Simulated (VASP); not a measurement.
Write the native input for VASP 6.6.1 that does the following.

* Task: single point
* Functional: PBE
* Potentials or basis: VASP PAW PBE potentials, release 64 (Cs_sv, Ti_sv)
* Cutoff: 520 eV
* k mesh: 4 × 4 × 4
* Occupations: gaussian, width 0.1 eV
* Spin: collinear spin
* Starting moments: [0.0, 0.0, 0.0, 0.0, 1.0] μB
* Dipole correction: no
* Further INCAR settings: ALGO = Normal; EDIFF = 1e-06; NBANDS = 36

The structure of Cs4Ti lies in POSCAR:

```
Cs4Ti
1.0
    0.0000000000      6.4412228500      6.4412228500
    6.4412228500      0.0000000000      6.4412228500
    6.4412228500      6.4412228500      0.0000000000
Cs Ti
4 1
Direct
    0.8763484393      0.3709546821      0.8763484393
    0.8763484393      0.8763484393      0.8763484393
    0.3709546821      0.8763484393      0.8763484393
    0.8763484393      0.8763484393      0.3709546821
    0.2500000000      0.2500000000      0.2500000000
```

The cell was generated, and may not be a known phase.

These files were run (other wordings do the same):

INCAR

```
SYSTEM = Cs4Ti
ALGO     = Normal         ! electronic algorithm
EDIFF    = 1E-6           ! SCF threshold, eV
ENCUT    = 520            ! plane-wave cutoff, eV
GGA      = PE             ! functional
ISIF     = 2              ! what is computed and relaxed
ISMEAR   = 0              ! smearing method
ISPIN    = 2              ! spin polarisation
LASPH    = .True.         ! aspherical terms in the spheres
LCHARG   = .False.        ! write CHGCAR
LMAXMIX  = 4              ! l up to which the mixer works
LORBIT   = 11             ! projections on sites
LREAL    = .False.        ! projectors in reciprocal space
LWAVE    = .False.        ! write WAVECAR
MAGMOM   = 0 0 0 0 1      ! initial moments
NBANDS   = 36             ! bands
NELM     = 150            ! most SCF steps
PREC     = Accurate       ! precision mode
SIGMA    = 0.1            ! smearing width, eV
```

KPOINTS

```
k-points
0
Gamma
  4 4 4
  0 0 0
```

Potentials or basis: VASP PAW PBE potentials, release 64 (Cs_sv, Ti_sv).

Command:

```sh
$ cat potpaw_PBE.64/Cs_sv/POTCAR potpaw_PBE.64/Ti_sv/POTCAR > POTCAR
$ mpirun -np 1 vasp_std > vasp.out
```

It gave:

```json
{
 "Pressure": "0.1 GPa",
 "Net moment": "3.23 μB per cell",
 "Site moments": "Cs +0.00; Ti +2.04 μB",
 "Valence electrons inside the program's atomic spheres": "Cs 6.55; Ti 10.14"
}
```

It took 8 min on 1 thread of AMD EPYC 9R45 96-Core Processor (Zen 5), on a shared host, peak memory 1.1 GiB.
